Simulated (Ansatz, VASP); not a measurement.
**One calculation of Al, two programs**

```xyz
1
Lattice="0.0000 2.0240 2.0240 2.0240 0.0000 2.0240 2.0240 2.0240 0.0000" Properties=species:S:1:pos:R:3 pbc="T T T"
Al    0.0000    0.0000    0.0000
```

Alike in both runs: task single point; functional PBEsol; k mesh 14 × 14 × 14; occupations fermi-dirac, width 0.05 eV; no spin polarisation.

```csv
,VASP,Ansatz
version,VASP 6.6.1,Ansatz 0.2.0
potentials or method,"VASP PAW PBE potentials, release 64 (Al), cutoff 520 eV","all-electron LAPW, scalar-relativistic"
```

```tsv
	VASP	Ansatz	Ansatz less VASP
pressure (GPa)	-2.1	-2.1	-0.04
```

VASP's potentials were made for PBE, not for PBEsol. Ansatz ran all-electron here, and VASP with PAW potentials.
